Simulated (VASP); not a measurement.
# Te (P3_221) in VASP: notebook

The runs below take Te through relaxation of cell and atoms, single point, with PBE+D3(BJ).

Everything below comes from runs of VASP 6.6.1. Logs are shortened: lines on timing, memory, paths and dates and some standing lists are left out, and cuts for length are marked.

## Step 1: The cell of the first run

Symmetry: P3_221, No. 154, trigonal system. The conventional cell has a = 4.447 Å, b = 4.447 Å, c = 5.915 Å, α = 90.00°, β = 90.00°, γ = 120.00°. Te (site symmetry 2) has 6 Te at 2.86 to 3.46 Å within 3.8 Å.

## Step 2: Relaxation of cell and atoms, PBE+D3(BJ)

The input, INCAR:

```
SYSTEM = Te
PREC = Accurate
ENCUT = 600
EDIFF = 1E-6
ISMEAR = 0
SIGMA = 0.01
LREAL = .False.
LASPH = .True.
NELM = 60
ALGO = Normal
ISIF = 3
LWAVE = .False.
LCHARG = .False.
GGA = PE
IVDW = 12
IBRION = 2
NSW = 100
EDIFFG = -0.005
```

The input, KPOINTS:

```
Automatic mesh
0
Gamma
  9 9 6
  0 0 0
```

The input, POSCAR:

```
Te
1.0
    4.4469268669      0.0000000000      0.0000000000
   -2.2234634334      3.8511516355      0.0000000000
    0.0000000000      0.0000000000      5.9149200000
Te
3
Direct
    0.2690000000      0.0000000000      0.1666666667
    0.0000000000      0.2690000000      0.8333333333
    0.7310000000      0.7310000000      0.5000000000
```

Potentials or basis: VASP PAW PBE potentials, release 64 (Te).

Launch:

```bash
$ cat potpaw_PBE.64/Te/POTCAR > POTCAR
$ mpirun -np 1 vasp_std > vasp.out
```

OUTCAR:

```text
SYSTEM = Te
   PREC = Accurate
   ENCUT = 600
   EDIFF = 1E-6
   ISMEAR = 0
   LREAL = .False.
   LASPH = .True.
   NELM = 60
   ISIF = 3
   GGA = PE
   IVDW = 12
   IBRION = 2
   NSW = 100
   EDIFFG = -0.005
 IVDW          = 12

 ion  position               nearest neighbor table
   1  0.269  0.000  0.167-   3 2.86   2 2.86   3 3.46   3 3.46   2 3.46   2 3.46
   2  0.000  0.269  0.833-   3 2.86   1 2.86   3 3.46   3 3.46   1 3.46   1 3.46
   3  0.731  0.731  0.500-   2 2.86   1 2.86   2 3.46   1 3.46   1 3.46   2 3.46

  LATTYP: Found a hexagonal cell.
 ALAT       =     4.4469268669
 C/A-ratio  =     1.3301140714

  Lattice vectors:

 A1 = (   4.4469268669,   0.0000000000,   0.0000000000)
 A2 = (  -2.2234634334,   3.8511516355,   0.0000000000)
 A3 = (   0.0000000000,   0.0000000000,   5.9149200000)

Analysis of symmetry for initial positions (statically):
=====================================================================
 Subroutine PRICEL returns:
 Original cell was already a primitive cell.

 Routine SETGRP: Setting up the symmetry group for a
 hexagonal supercell.

 Subroutine GETGRP returns: Found  6 space group operations
 (whereof  2 operations were pure point group operations)
 out of a pool of 24 trial point group operations.

The static configuration has the point symmetry C_2 .
 The point group associated with its full space group is D_3 .

Analysis of symmetry for dynamics (positions and initial velocities):
=====================================================================
 Subroutine PRICEL returns:
 Original cell was already a primitive cell.

 Routine SETGRP: Setting up the symmetry group for a
 hexagonal supercell.

 Subroutine GETGRP returns: Found  6 space group operations
 (whereof  2 operations were pure point group operations)
 out of a pool of 24 trial point group operations.

The dynamic configuration has the point symmetry C_2 .
 The point group associated with its full space group is D_3 .

 Subroutine INISYM returns: Found  6 space group operations
 (whereof  2 operations are pure point group operations),
 and found     1 'primitive' translations

----------------------------------------------------------------------------------------

                                     Primitive cell

  volume of cell :     101.2977

  direct lattice vectors                    reciprocal lattice vectors
     4.446926867  0.000000000  0.000000000     0.224874398  0.129831294  0.000000000
    -2.223463433  3.851151635  0.000000000     0.000000000  0.259662588  0.000000000
     0.000000000  0.000000000  5.914920000     0.000000000  0.000000000  0.169063994

  length of vectors
     4.446926867  4.446926867  5.914920000     0.259662588  0.259662588  0.169063994

  position of ions in fractional coordinates (direct lattice)
     0.269000000  0.000000000  0.166666667
     0.000000000  0.269000000  0.833333333
     0.731000000  0.731000000  0.500000000

  ion indices of the primitive-cell ions
   primitive index   ion index
                 1           1
                 2           2
                 3           3

----------------------------------------------------------------------------------------

 KPOINTS: Automatic mesh

Automatic generation of k-mesh.
 Grid dimensions read from file:
 generate k-points for:    9    9    6

 Generating k-lattice:

  Cartesian coordinates                     Fractional coordinates (reciprocal lattice)
     0.024986044  0.014425699  0.000000000     0.111111111 -0.000000000  0.000000000
     0.000000000  0.028851399  0.000000000     0.000000000  0.111111111  0.000000000
     0.000000000  0.000000000  0.028177332     0.000000000  0.000000000  0.166666667

  Length of vectors
     0.028851399  0.028851399  0.028177332

  Shift w.r.t. Gamma in fractional coordinates (k-lattice)
     0.000000000  0.000000000  0.000000000

 Subroutine IBZKPT returns following result:
 ===========================================

 Found     62 irreducible k-points:

 Following reciprocal coordinates:
            Coordinates               Weight
  0.000000  0.000000  0.000000      1.000000
  0.111111 -0.000000  0.000000      6.000000
  0.222222 -0.000000  0.000000      6.000000
  0.333333 -0.000000  0.000000      6.000000
  0.444444 -0.000000  0.000000      6.000000
  0.111111  0.111111  0.000000      6.000000
[... 16 lines left out ...]
  0.222222  0.111111  0.166667     12.000000
 -0.111111  0.333333  0.166667     12.000000
 [... further k-points ...]
   k-points           NKPTS =     62   k-points in BZ     NKDIM =     62   number of bands    NBANDS=     13
   number of dos      NEDOS =    301   number of ions     NIONS =      3
   total plane-waves  NPLWV =  62208
   dimension x,y,z NGX =    36 NGY =   36 NGZ =   48
   dimension x,y,z NGXF=    72 NGYF=   72 NGZF=   96
   ions per type =               3
   NGX,Y,Z   is equivalent  to a cutoff of  13.46, 13.46, 13.49 a.u.
   NGXF,Y,Z  is equivalent  to a cutoff of  26.92, 26.92, 26.98 a.u.
 SYSTEM =  Te
   PREC   = accura    normal or accurate (medium, high low for compatibility)
   ISTART =      0    job   : 0-new  1-cont  2-samecut
   ICHARG =      2    charge: 1-file 2-atom 10-const
   ISPIN  =      1    spin polarized calculation?
   LNONCOLLINEAR =      F non collinear calculations
   LSORBIT =      F    spin-orbit coupling
   LASPH  =      T    aspherical Exc in radial PAW
   ENCUT  =  600.0 eV  44.10 Ry    6.64 a.u.   8.88  8.88 11.81*2*pi/ulx,y,z
   NELM   =     60;   NELMIN=  2; NELMDL= -5     # of ELM steps
   EDIFF  = 0.1E-05   stopping-criterion for ELM
   LREAL  =      F    real-space projection
   EDIFFG = -.5E-02   stopping-criterion for IOM
   NSW    =    100    number of steps for IOM
   IBRION =      2    ionic relax: 0-MD 1-quasi-New 2-CG
   NFREE  =      1    steps in history (QN), initial steepest desc. (CG)
   ISIF   =      3    stress and relaxation
   ISYM   =      2    0-nonsym 1-usesym 2-fastsym
   POTIM  = 0.5000    time-step for ionic-motion
   TEBEG  =    0.0;   TEEND  =   0.0 temperature during run
   PSTRESS=    0.0 pullay stress
   NELECT =      18.0000    total number of electrons
   NUPDOWN=      -1.0000    fix difference up-down
   EMIN   =  10.00;   EMAX   =-10.00  energy-range for DOS
   EFERMI =   0.00;   METHOD = LEGACY
   ISMEAR =     0;   SIGMA  =   0.01  broadening in eV -4-tet -1-fermi 0-gaus
   EFERMI_NEDOS =   21; number of points for ismear=-14 and -15
   IALGO  =     38    algorithm
   IMIX   =      4    mixing-type and parameters
     AMIX     =   0.40;   BMIX     =  1.00
     AMIX_MAG =   1.60;   BMIX_MAG =  1.00
  volume/ion in A,a.u.               =      33.77       227.86
  Fermi-wavevector in a.u.,A,eV,Ry     =   0.920377  1.739261 11.525415  0.847094
  Thomas-Fermi vector in A             =   2.045676
   LORBIT       =      0    0 simple, 1 ext, 2 COOP (PROOUT), +10 PAW based schemes
   GGA     = PE    functional components
   LHFCALC =     F    Hartree Fock is set to
   AEXX    =    0.0000 exact exchange contribution
   IVDW    =    12    specifies the selected vdW correction
   LEPSILON=     F    determine dielectric tensor
   LRPA    =     F    only Hartree local field effects (RPA)
 conjugate gradient relaxation of ions
 non-spin polarized calculation
 Gauss-broadening in eV      SIGMA  =   0.01
  energy-cutoff  :      600.00
  volume of cell :      101.30
 maximum number of plane-waves:      3402
   NGX = 17   NGY = 17   NGZ = 23

--------------------------------------- Ionic step        1  -------------------------------------------

 number of electron      17.9999999 magnetization

 Free energy of the ion-electron system (eV)
  ---------------------------------------------------
  ext. energy  EPLUGINS =         0.00000000
  ---------------------------------------------------
  free energy    TOTEN  =        -9.41285295 eV

  energy without entropy =       -9.41285295  energy(sigma->0) =       -9.41285295

------------------------ aborting loop because EDIFF is reached ----------------------------------------

 Edisp (eV)   -1.29753

 E8    (eV) :    -0.5958

  FORCE on cell =-STRESS in cart. coord.  units (eV):
  Direction    XX          YY          ZZ          XY          YZ          ZX
  --------------------------------------------------------------------------------------
  -------------------------------------------------------------------------------------
  Total      -0.43843    -0.43843    -0.07545    -0.00000     0.00000    -0.00000
  in kB      -6.93450    -6.93450    -1.19331    -0.00000     0.00000    -0.00000
  external pressure =       -5.02 kB  Pullay stress =        0.00 kB
[... 100 lines left out ...]
  FREE ENERGIE OF THE ION-ELECTRON SYSTEM (eV)
  ---------------------------------------------------
  free  energy   TOTEN  =       -10.7279106322 eV

  energy  without entropy=      -10.7279106322  energy(sigma->0) =      -10.72791063

[... ionic steps 4 to 16 ...]

--------------------------------------- Ionic step       17  -------------------------------------------

 number of electron      17.9999999 magnetization

------------------------ aborting loop because EDIFF is reached ----------------------------------------

 Edisp (eV)   -1.37072

 E8    (eV) :    -0.6297
[... 71 lines left out ...]
  energy  without entropy=      -10.7449007144  energy(sigma->0) =      -10.74492220

--------------------------------------- Ionic step       19  -------------------------------------------

 number of electron      17.9999999 magnetization

 Free energy of the ion-electron system (eV)
  ---------------------------------------------------
  ext. energy  EPLUGINS =         0.00000000
  ---------------------------------------------------
  free energy    TOTEN  =        -9.37436488 eV

  energy without entropy =       -9.37432932  energy(sigma->0) =       -9.37434710

 E-fermi :   6.7008     XC(G=0):  -9.3486

 val. band max:        6.6915047850   @ k =   0.3333   0.3333   0.5000
 cond. band min:       6.7069449784   @ k =   0.3333   0.3333   0.5000
 fundamental gap:      0.0154401934
 Fermi energy:         6.7007565401

 k-point     1 :       0.0000    0.0000    0.0000
  band No.  band energies     occupation
      1      -7.1989      2.00000
      2      -3.8270      2.00000
      3      -3.8270      2.00000
      4       3.7615      2.00000
      5       4.1087      2.00000
      6       4.1087      2.00000
      7       4.9151      2.00000
      8       4.9151      2.00000
      9       5.5373      2.00000
     10       7.6834      0.00000
     11       7.6834      0.00000
     12       8.3815      0.00000
     13      11.5568      0.00000
[... 353 lines left out ...]
 k-point    24 :      -0.1111    0.3333    0.1667
  band No.  band energies     occupation
      1      -6.4542      2.00000
      2      -4.4803      2.00000
      3      -3.3544      2.00000
      4       1.9785      2.00000
      5       2.3732      2.00000
      6       3.5064      2.00000
      7       3.9387      2.00000
      8       4.5826      2.00000
      9       6.2002      2.00000
     10       7.3384      0.00000
     11       8.5530      0.00000
     12       9.4136      0.00000
     13      10.7813      0.00000

 [... further k-points ...]

------------------------ aborting loop because EDIFF is reached ----------------------------------------

 Edisp (eV)   -1.37058

 E8    (eV) :    -0.6296

  FORCE on cell =-STRESS in cart. coord.  units (eV):
  Direction    XX          YY          ZZ          XY          YZ          ZX
  --------------------------------------------------------------------------------------
  -------------------------------------------------------------------------------------
  Total      -0.01363    -0.01363     0.00601    -0.00000    -0.00000     0.00000
  in kB      -0.22682    -0.22682     0.09998    -0.00000    -0.00000     0.00000
  external pressure =       -0.12 kB  Pullay stress =        0.00 kB
[... 18 lines left out ...]
  FREE ENERGIE OF THE ION-ELECTRON SYSTEM (eV)
  ---------------------------------------------------
  free  energy   TOTEN  =       -10.7449496453 eV

  energy  without entropy=      -10.7449140852  energy(sigma->0) =      -10.74493187

 reached required accuracy - stopping structural energy minimisation
```

Run time: 5.3 min. Hardware: 1 thread of Intel Xeon Platinum 8488C (Sapphire Rapids), shared host; peak memory 0.32 GiB.

What came out:

```yaml
Free_energy: -10.7449 eV
Relaxed_volume: 32.08 Å³/atom
Relaxed_cell: a = 4.315 Å, b = 4.315 Å, c = 5.968 Å, α = 90.00°, β = 90.00°, γ = 120.00°
Space_group_after_relaxing_to_0.1_Å: P3_221 (No. 154)
Energy_gained_by_relaxing: 11.5 meV/atom
Ionic_steps: 19
Pressure_after_relaxing: 0.0 GPa
Band_gap_on_the_k_mesh: 0.02 eV
Dispersion_energy_per_atom: -0.457 eV
```

The path:
| step | energy change (eV) | largest force (eV/Å) | pressure (GPa) | volume (Å³) |
| --- | --- | --- | --- | --- |
| 1 | 0.0000 | 0.1912 | -0.50 | 101.30 |
| 2 | -0.0098 | 0.2072 | -0.06 | 99.75 |
| 3 | -0.0175 | 0.2340 | 0.87 | 96.99 |
| 4 | -0.0223 | 0.1964 | 0.72 | 96.86 |
| 5 | -0.0317 | 0.0949 | 0.33 | 96.47 |
| 6 | -0.0311 | 0.0644 | -0.28 | 95.66 |
| 7 | -0.0344 | 0.0109 | 0.01 | 96.08 |
| 8 | -0.0344 | 0.0146 | 0.03 | 96.10 |
| 9 | -0.0344 | 0.0132 | 0.01 | 96.14 |
| 10 | -0.0345 | 0.0091 | -0.02 | 96.25 |
| 11 | -0.0345 | 0.0009 | -0.10 | 96.46 |
| 12 | -0.0345 | 0.0055 | -0.06 | 96.34 |
| 13 | -0.0345 | 0.0077 | -0.01 | 96.27 |
| 14 | -0.0346 | 0.0086 | -0.01 | 96.25 |
| 15 | -0.0346 | 0.0089 | 0.01 | 96.24 |
| 16 | -0.0346 | 0.0086 | 0.01 | 96.24 |
| 17 | -0.0346 | 0.0084 | 0.01 | 96.25 |
| 18 | -0.0346 | 0.0071 | 0.01 | 96.25 |
| 19 | -0.0346 | 0.0020 | -0.01 | 96.25 |

Final structure:
```
CELL_PARAMETERS angstrom
4.31542 0.00000 0.00000
-2.15771 3.73726 0.00000
0.00000 0.00000 5.96823
ATOMIC_POSITIONS crystal
Te 0.28519 0.00000 0.16667
Te 0.00000 0.28519 0.83333
Te 0.71481 0.71481 0.50000
```

Caveat: spin-orbit coupling is left out, which moves the levels of the heavy elements.

(Part 1 of 2 ends here.)
